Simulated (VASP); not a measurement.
A run of VASP 6.6.1 is set up as follows.

The input INCAR:

```
SYSTEM = Si47C48
  PREC = Accurate
  ENCUT = 520
  EDIFF = 1E-6
  ISMEAR = -1
  SIGMA = 0.05
  LREAL = Auto
  LASPH = .True.
  NELM = 150
  ALGO = Normal
  ISIF = 2
  LWAVE = .False.
  LCHARG = .False.
  ISPIN = 2
  MAGMOM = 0 0 0 0 0 0 0 0 0 0 0 0 0 0 0 0 0 0 0 0 0 0 0 0 0 0 0 0 0 0 0 0 0 0 0 0 0 0 0 0 0 0 0 0 0 0 0 0 0 0 0 0 0 0 0 0 0 0 0 0 0 0 0 0 0 0.5 0 0 0 0 0 0 0 0.5 0 0 0.5 0.5 0 0 0 0 0 0 0 0 0 0 0 0 0 0 0 0 0
  LORBIT = 11
  GGA = PS
  NBANDS = 247
  NELECT = 382.0
```

The input KPOINTS:

```
regular mesh
0
Gamma
  1 1 1
  0 0 0
```

POSCAR

```
Si47C48
1.0
    9.2342040000      0.0000000000      0.0000000000
    0.0000000000     10.6627400000      0.0000000000
    0.0000000000      0.0000000000     10.0759470000
Si C
47 48
Direct
    0.9983970000      0.0005140000      0.5002330000
    0.3334760000      0.9998610000      0.4992480000
    0.1667330000      0.2509950000      0.4990550000
    0.0047760000      0.5012140000      0.5000160000
    0.6685600000      0.0005200000      0.5002350000
    0.5002110000      0.2510010000      0.4990520000
    0.1698540000      0.7499380000      0.4986490000
    0.8334730000      0.2516200000      0.4994120000
    0.6621600000      0.5012150000      0.5000120000
    0.4971120000      0.7499470000      0.4986390000
    0.8334800000      0.7491610000      0.4994260000
    0.0003530000      0.1672830000      0.2509700000
    0.3334720000      0.1667900000      0.2498080000
    0.1676080000      0.4166400000      0.2518010000
    0.0008870000      0.6664530000      0.2500610000
    0.6666060000      0.1672890000      0.2509740000
    0.4993320000      0.4166350000      0.2517960000
    0.3334850000      0.6668440000      0.2545230000
    0.1668510000      0.9158000000      0.2514100000
    0.8334740000      0.4178280000      0.2512070000
    0.6660710000      0.6664490000      0.2500580000
    0.5000970000      0.9158080000      0.2514100000
    0.8334730000      0.9164570000      0.2502770000
    0.1667020000      0.0828420000      0.7493170000
    0.0007930000      0.3337150000      0.7490380000
    0.5002430000      0.0828340000      0.7493160000
    0.3334750000      0.3334390000      0.7475840000
    0.1674080000      0.5838820000      0.7482120000
    0.0001510000      0.8330920000      0.7494810000
    0.8334750000      0.0838370000      0.7499700000
    0.6661470000      0.3337120000      0.7490370000
    0.4995300000      0.5838920000      0.7481980000
    0.3334810000      0.8325600000      0.7491910000
    0.8334680000      0.5830480000      0.7491070000
    0.6668170000      0.8330930000      0.7494850000
    0.9999900000      0.9994730000      0.0005850000
    0.3334670000      0.9987720000      0.0005830000
    0.1672530000      0.2490470000      0.0000550000
    0.0001560000      0.5002490000      0.0003670000
    0.6669440000      0.9994740000      0.0005880000
    0.4996890000      0.2490460000      0.0000520000
    0.3334580000      0.4998230000      0.9992940000
    0.1662650000      0.7493850000      0.0005930000
    0.8334750000      0.2503030000      0.0007470000
    0.6667620000      0.5002450000      0.0003590000
    0.5006840000      0.7493840000      0.0005890000
    0.8334770000      0.7494040000      0.0004530000
    0.0001010000      0.9999380000      0.1876110000
    0.3334700000      0.9991990000      0.1876790000
    0.1670670000      0.2492090000      0.1863070000
    0.0001660000      0.5000440000      0.1865650000
    0.6668450000      0.9999460000      0.1876120000
    0.4998780000      0.2492020000      0.1863060000
    0.3334700000      0.5001000000      0.1865610000
    0.1663340000      0.7496560000      0.1867430000
    0.8334800000      0.2504490000      0.1878820000
    0.6667790000      0.5000380000      0.1865570000
    0.5006340000      0.7496600000      0.1867440000
    0.8334780000      0.7496280000      0.1874520000
    0.9994380000      0.0001980000      0.6878820000
    0.3334680000      0.9998230000      0.6871460000
    0.1666240000      0.2493280000      0.6870500000
    0.0002300000      0.5007310000      0.6874890000
    0.6675080000      0.0001950000      0.6878800000
    0.5003170000      0.2493190000      0.6870450000
    0.3334660000      0.5007090000      0.7057170000
    0.1662280000      0.7510300000      0.6872550000
    0.8334690000      0.2507200000      0.6873910000
    0.6667060000      0.5007270000      0.6874830000
    0.5007390000      0.7510380000      0.6872470000
    0.8334820000      0.7500190000      0.6870710000
    0.9980840000      0.1657270000      0.4392120000
    0.3334690000      0.1665620000      0.4380630000
    0.1520800000      0.4080920000      0.4322940000
    0.0005960000      0.6681070000      0.4383120000
    0.6688570000      0.1657320000      0.4392130000
    0.5148580000      0.4080950000      0.4322860000
    0.3334810000      0.6855020000      0.4327820000
    0.1643040000      0.9196630000      0.4395960000
    0.8334680000      0.4194130000      0.4392840000
    0.6663650000      0.6681050000      0.4383140000
    0.5026510000      0.9196670000      0.4395950000
    0.8334760000      0.9156100000      0.4385720000
    0.1667190000      0.0816130000      0.9379920000
    0.0003700000      0.3326490000      0.9381740000
    0.5002170000      0.0816090000      0.9379890000
    0.3334700000      0.3308910000      0.9383350000
    0.1654620000      0.5834490000      0.9386180000
    0.9995240000      0.8328930000      0.9380790000
    0.8334680000      0.0832020000      0.9387800000
    0.6665730000      0.3326430000      0.9381730000
    0.5014580000      0.5834450000      0.9386020000
    0.3334770000      0.8320800000      0.9382910000
    0.8334600000      0.5827200000      0.9376140000
    0.6674300000      0.8328890000      0.9380830000
```

Potentials or basis: VASP PAW PBE potentials, release 64 (Si, C).

Launch:

```bash
$ cat potpaw_PBE.64/Si/POTCAR potpaw_PBE.64/C/POTCAR > POTCAR
$ mpirun -np 1 vasp_gam > vasp.out
```

(1) What does it give for the largest force?

(2) Estimate the net moment.

## Answers

(1) 0.205 eV/Å.

(2) 2.00 μB per cell.

Caveat: the k points lie up to 0.68 Å⁻¹ apart; the cell carries a net charge on a neutralising background, which shifts energy and pressure; the PAW data sets were made with another functional, which shifts forces and pressure a little.
